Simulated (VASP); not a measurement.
# ZnS (Imm2) in VASP: notebook

Runs on ZnS. Level: PBE. Tasks: single point.

All numbers are computed with VASP 6.6.1; they aren't measurements. Logs are shortened: lines on timing, memory, paths and dates and some standing lists are left out, and cuts for length are marked.

## (1) The cell of the first run

Symmetry: Imm2, No. 44, orthorhombic system. Conventional cell: a = 3.825 Å, b = 3.825 Å, c = 5.409 Å, α = 90.00°, β = 90.00°, γ = 90.00°. Zn (site symmetry mm2) has 4 S at 2.11 to 2.63 Å within 2.8 Å. Within 2.8 Å of S (site symmetry mm2) lie 4 Zn at 2.11 to 2.63 Å.

## (2) Single point, PBE (atom 1 (Zn) moved by (+0.000, -0.450) A along [1 1 0] and z)

The input, INCAR:

```
PREC     = Accurate       # precision mode
ENCUT    = 520            # plane-wave cutoff, eV
EDIFF    = 1E-7           # SCF threshold, eV
ISMEAR   = 0              # smearing method
SIGMA    = 0.05           # smearing width, eV
LREAL    = False          # projectors in reciprocal space
LASPH    = True           # aspherical terms in the spheres
NELM     = 100            # most SCF steps
ALGO     = Normal         # electronic algorithm
ISIF     = 2              # what is computed and relaxed
LWAVE    = False          # write WAVECAR
LCHARG   = True           # write CHGCAR
GGA      = PE             # functional
LELF     = True           # ELF
LVHAR    = True         
NBANDS   = 16             # bands
```

The input, KPOINTS:

```
regular mesh
0
Gamma
  10 10 10
```

The input, POSCAR:

```
ZnS
1.0
    0.0000000000      2.7046500000      2.7046500000
    2.7046500000      0.0000000000      2.7046500000
    2.7046500000      2.7046500000      0.0000000000
Zn S
1 1
Direct
   -0.0831900616     -0.0831900616      0.0831900616
    0.7500000000      0.7500000000      0.7500000000
```

Potentials or basis: VASP PAW PBE potentials, release 64 (Zn, S).

Command:

```sh
cat potpaw_PBE.64/Zn/POTCAR potpaw_PBE.64/S/POTCAR > POTCAR
mpirun -np 1 vasp_std > vasp.out
```

OUTCAR:

```text
PREC = Accurate
   ENCUT = 520
   EDIFF = 1E-7
   ISMEAR = 0
   LREAL = False
   LASPH = True
   NELM = 100
   ISIF = 2
   GGA = PE

 ion  position               nearest neighbor table
   1  0.917  0.917  0.083-   2 2.11   2 2.11   2 2.63   2 2.63
   2  0.750  0.750  0.750-   1 2.11   1 2.11   1 2.63   1 2.63

  LATTYP: Found a face centered cubic cell.
 ALAT       =     5.4093000000

  Lattice vectors:

 A1 = (   0.0000000000,   2.7046500000,   2.7046500000)
 A2 = (   2.7046500000,   0.0000000000,   2.7046500000)
 A3 = (   2.7046500000,   2.7046500000,   0.0000000000)

Analysis of symmetry for initial positions (statically):
=====================================================================
 Subroutine PRICEL returns:
 Original cell was already a primitive cell.

 Routine SETGRP: Setting up the symmetry group for a
 face centered cubic supercell.

 Subroutine GETGRP returns: Found  4 space group operations
 (whereof  4 operations were pure point group operations)
 out of a pool of 48 trial point group operations.

The static configuration has the point symmetry C_2v.

Analysis of symmetry for dynamics (positions and initial velocities):
=====================================================================
 Subroutine PRICEL returns:
 Original cell was already a primitive cell.

 Routine SETGRP: Setting up the symmetry group for a
 face centered cubic supercell.

 Subroutine GETGRP returns: Found  4 space group operations
 (whereof  4 operations were pure point group operations)
 out of a pool of 48 trial point group operations.

The dynamic configuration has the point symmetry C_2v.

 Subroutine INISYM returns: Found  4 space group operations
 (whereof  4 operations are pure point group operations),
 and found     1 'primitive' translations

----------------------------------------------------------------------------------------

                                     Primitive cell

  volume of cell :      39.5697

  direct lattice vectors                    reciprocal lattice vectors
     0.000000000  2.704650000  2.704650000    -0.184866803  0.184866803  0.184866803
     2.704650000  0.000000000  2.704650000     0.184866803 -0.184866803  0.184866803
     2.704650000  2.704650000  0.000000000     0.184866803  0.184866803 -0.184866803

  length of vectors
     3.824952711  3.824952711  3.824952711     0.320198696  0.320198696  0.320198696

  position of ions in fractional coordinates (direct lattice)
     0.916809938  0.916809938  0.083190062
     0.750000000  0.750000000  0.750000000

  ion indices of the primitive-cell ions
   primitive index   ion index
                 1           1
                 2           2

----------------------------------------------------------------------------------------

 KPOINTS: regular mesh

Automatic generation of k-mesh.
 Grid dimensions read from file:
 generate k-points for:   10   10   10

 Generating k-lattice:

  Cartesian coordinates                     Fractional coordinates (reciprocal lattice)
    -0.018486680  0.018486680  0.018486680     0.100000000  0.000000000  0.000000000
     0.018486680 -0.018486680  0.018486680     0.000000000  0.100000000  0.000000000
     0.018486680  0.018486680 -0.018486680     0.000000000  0.000000000  0.100000000

  Length of vectors
     0.032019870  0.032019870  0.032019870

  Shift w.r.t. Gamma in fractional coordinates (k-lattice)
     0.000000000  0.000000000  0.000000000

 Subroutine IBZKPT returns following result:
 ===========================================

 Found    171 irreducible k-points:

 Following reciprocal coordinates:
            Coordinates               Weight
  0.000000  0.000000  0.000000      1.000000
  0.100000  0.000000  0.000000      4.000000
  0.000000  0.000000  0.100000      4.000000
  0.200000  0.000000  0.000000      4.000000
  0.000000  0.000000  0.200000      4.000000
  0.300000  0.000000  0.000000      4.000000
[... 16 lines left out ...]
  0.000000  0.400000  0.100000      8.000000
  0.100000  0.000000  0.400000      8.000000
 [... further k-points ...]
   k-points           NKPTS =    171   k-points in BZ     NKDIM =    171   number of bands    NBANDS=     16
   number of dos      NEDOS =    301   number of ions     NIONS =      2
   total plane-waves  NPLWV =  21952
   dimension x,y,z NGX =    28 NGY =   28 NGZ =   28
   dimension x,y,z NGXF=    56 NGYF=   56 NGZF=   56
   ions per type =               1   1
   NGX,Y,Z   is equivalent  to a cutoff of  12.17, 12.17, 12.17 a.u.
   NGXF,Y,Z  is equivalent  to a cutoff of  24.34, 24.34, 24.34 a.u.
 SYSTEM =  unknown system
   PREC   = accura    normal or accurate (medium, high low for compatibility)
   ISTART =      0    job   : 0-new  1-cont  2-samecut
   ICHARG =      2    charge: 1-file 2-atom 10-const
   ISPIN  =      1    spin polarized calculation?
   LNONCOLLINEAR =      F non collinear calculations
   LSORBIT =      F    spin-orbit coupling
   LASPH  =      T    aspherical Exc in radial PAW
   ENCUT  =  520.0 eV  38.22 Ry    6.18 a.u.   7.11  7.11  7.11*2*pi/ulx,y,z
   NELM   =    100;   NELMIN=  2; NELMDL= -5     # of ELM steps
   EDIFF  = 0.1E-06   stopping-criterion for ELM
   LREAL  =      F    real-space projection
   EDIFFG = 0.1E-05   stopping-criterion for IOM
   NSW    =      0    number of steps for IOM
   IBRION =     -1    ionic relax: 0-MD 1-quasi-New 2-CG
   NFREE  =      0    steps in history (QN), initial steepest desc. (CG)
   ISIF   =      2    stress and relaxation
   ISYM   =      2    0-nonsym 1-usesym 2-fastsym
   POTIM  = 0.5000    time-step for ionic-motion
   TEBEG  =    0.0;   TEEND  =   0.0 temperature during run
   PSTRESS=    0.0 pullay stress
   NELECT =      18.0000    total number of electrons
   NUPDOWN=      -1.0000    fix difference up-down
   EMIN   =  10.00;   EMAX   =-10.00  energy-range for DOS
   EFERMI =   0.00;   METHOD = LEGACY
   ISMEAR =     0;   SIGMA  =   0.05  broadening in eV -4-tet -1-fermi 0-gaus
   EFERMI_NEDOS =   21; number of points for ismear=-14 and -15
   IALGO  =     38    algorithm
   IMIX   =      4    mixing-type and parameters
     AMIX     =   0.40;   BMIX     =  1.00
     AMIX_MAG =   1.60;   BMIX_MAG =  1.00
  volume/ion in A,a.u.               =      19.78       133.51
  Fermi-wavevector in a.u.,A,eV,Ry     =   1.259055  2.379268 21.568210  1.585219
  Thomas-Fermi vector in A             =   2.392634
   LORBIT       =      0    0 simple, 1 ext, 2 COOP (PROOUT), +10 PAW based schemes
   GGA     = PE    functional components
   LHFCALC =     F    Hartree Fock is set to
   AEXX    =    0.0000 exact exchange contribution
   IVDW    =     0    specifies the selected vdW correction
   LEPSILON=     F    determine dielectric tensor
   LRPA    =     F    only Hartree local field effects (RPA)
 non-spin polarized calculation
 Gauss-broadening in eV      SIGMA  =   0.05
  energy-cutoff  :      520.00
  volume of cell :       39.57
 maximum number of plane-waves:      1090
   NGX = 15   NGY = 15   NGZ = 15

 number of electron      17.9999991 magnetization

 Free energy of the ion-electron system (eV)
  ---------------------------------------------------
  ext. energy  EPLUGINS =         0.00000000
  ---------------------------------------------------
  free energy    TOTEN  =        -6.30029962 eV

  energy without entropy =       -6.30029962  energy(sigma->0) =       -6.30029962

 E-fermi :   2.5200     XC(G=0):  -9.6109

 val. band max:        2.2462885890   @ k =   0.0000   0.0000   0.0000
 cond. band min:       4.3213353574   @ k =   0.0000   0.0000   0.0000
 fundamental gap:      2.0750467684
 Fermi energy:         2.5200137104

 k-point     1 :       0.0000    0.0000    0.0000
  band No.  band energies     occupation
      1     -11.2348      2.00000
      2      -4.8369      2.00000
      3      -4.5523      2.00000
      4      -4.2791      2.00000
      5      -4.1114      2.00000
      6      -4.0431      2.00000
[... 8 lines left out ...]
     15      13.8190      0.00000
     16      13.8872      0.00000

 k-point     2 :       0.1000    0.0000    0.0000
  band No.  band energies     occupation
      1     -11.1691      2.00000
      2      -4.8258      2.00000
      3      -4.5473      2.00000
      4      -4.2761      2.00000
      5      -4.1117      2.00000
      6      -4.0398      2.00000
[... 8 lines left out ...]
     15      13.4535      0.00000
     16      14.2974      0.00000

 k-point     3 :       0.0000    0.0000    0.1000
  band No.  band energies     occupation
      1     -11.1517      2.00000
      2      -4.8601      2.00000
      3      -4.5094      2.00000
      4      -4.2742      2.00000
      5      -4.1132      2.00000
      6      -4.0472      2.00000
[... 8 lines left out ...]
     15      13.1858      0.00000
     16      14.2124      0.00000

 k-point     4 :       0.2000    0.0000    0.0000
  band No.  band energies     occupation
      1     -10.9892      2.00000
      2      -4.7972      2.00000
      3      -4.5303      2.00000
      4      -4.2577      2.00000
      5      -4.1111      2.00000
      6      -4.0280      2.00000
[... 8 lines left out ...]
     15      13.2119      0.00000
     16      14.1416      0.00000

 k-point     5 :       0.0000    0.0000    0.2000
  band No.  band energies     occupation
      1     -10.9204      2.00000
      2      -4.9039      2.00000
      3      -4.4012      2.00000
      4      -4.2727      2.00000
      5      -4.1059      2.00000
      6      -4.0569      2.00000
[... 8 lines left out ...]
     15      12.8336      0.00000
     16      14.5455      0.00000

 k-point     6 :       0.3000    0.0000    0.0000
  band No.  band energies     occupation
      1     -10.7493      2.00000
      2      -4.7631      2.00000
      3      -4.5053      2.00000
      4      -4.1869      2.00000
      5      -4.1072      2.00000
      6      -4.0063      2.00000
[... 8 lines left out ...]
     15      13.4678      0.00000
     16      14.0056      0.00000
[... 267 lines left out ...]
 k-point    21 :       0.1000    0.1000   -0.2000
  band No.  band energies     occupation
      1     -10.6979      2.00000
      2      -4.8800      2.00000
      3      -4.3500      2.00000
      4      -4.2485      2.00000
      5      -4.0698      2.00000
      6      -4.0685      2.00000
[... 8 lines left out ...]
     15      14.0564      0.00000
     16      15.1768      0.00000

 k-point    22 :       0.4000    0.1000    0.0000
  band No.  band energies     occupation
      1     -10.5517      2.00000
      2      -4.7294      2.00000
      3      -4.4874      2.00000
      4      -4.0909      2.00000
      5      -4.0563      2.00000
      6      -4.0029      2.00000
[... 8 lines left out ...]
     15      14.6327      0.00000
     16      14.7071      0.00000

 k-point    23 :       0.0000    0.4000    0.1000
  band No.  band energies     occupation
      1     -10.5441      2.00000
      2      -4.7798      2.00000
      3      -4.4478      2.00000
      4      -4.1927      2.00000
      5      -4.0502      2.00000
      6      -3.9414      2.00000
[... 8 lines left out ...]
     15      14.3082      0.00000
     16      15.4693      0.00000

 k-point    24 :       0.1000    0.0000    0.4000
  band No.  band energies     occupation
      1     -10.3391      2.00000
      2      -4.9021      2.00000
      3      -4.3183      2.00000
      4      -4.1599      2.00000
      5      -4.0659      2.00000
      6      -4.0406      2.00000
[... 8 lines left out ...]
     15      14.5560      0.00000
     16      14.7919      0.00000

 [... further k-points ...]

------------------------ aborting loop because EDIFF is reached ----------------------------------------

  FORCE on cell =-STRESS in cart. coord.  units (eV):
  Direction    XX          YY          ZZ          XY          YZ          ZX
  --------------------------------------------------------------------------------------
  -------------------------------------------------------------------------------------
  Total        2.4863777      2.4863777      0.8122202      2.8393902      0.0000000      0.0000000
  in kB      100.6733372    100.6733372     32.8867645    114.9668014      0.0000000      0.0000000
  external PRESSURE =      78.0778129 kB  Pullay stress =       0.0000000 kB

 VOLUME and BASIS-vectors are now :
 -----------------------------------------------------------------------------
  energy-cutoff  :      520.00
  volume of cell :       39.57
      direct lattice vectors                 reciprocal lattice vectors
     0.000000000  2.704650000  2.704650000    -0.184866803  0.184866803  0.184866803
     2.704650000  0.000000000  2.704650000     0.184866803 -0.184866803  0.184866803
     2.704650000  2.704650000  0.000000000     0.184866803  0.184866803 -0.184866803

 POSITION                                       TOTAL-FORCE (eV/Angst)
 -----------------------------------------------------------------------------------
      2.70465      2.70465      4.95930        -0.000000     -0.000000      2.279396
      4.05697      4.05697      4.05697         0.000000      0.000000     -2.279396
 -----------------------------------------------------------------------------------
    total drift:                               -0.000006     -0.000006     -0.000465

  FREE ENERGIE OF THE ION-ELECTRON SYSTEM (eV)
  ---------------------------------------------------
  free  energy   TOTEN  =        -6.3002996232 eV

  energy  without entropy=       -6.3002996232  energy(sigma->0) =       -6.30029962
```

It took 2 min on 1 thread of Intel Xeon Platinum 8259CL at 2.50GHz (Skylake/Cascade Lake), shared host; peak memory 0.23 GiB.

What came out:

- Free energy: -6.3003 eV
- Pressure: 7.8 GPa
- Largest force: 2.279 eV/Å
- Band gap on the k mesh: 2.08 eV, direct

Forces on the atoms (eV/Å):
```
Zn   0.000  0.000  2.279
S    0.000  0.000 -2.279
```

Stress tensor (GPa, compression positive):
```
10.07 11.50  0.00
11.50 10.07  0.00
 0.00  0.00  3.29
```

Caveat: the cell differs from its parent crystal (atom 1 (Zn) moved by (+0.000, -0.450) A along [1 1 0] and z); forces of over 1 eV/Å act on the atoms, so gaps and moduli don't describe the material at rest.

(Continued in part 2 of 2.)
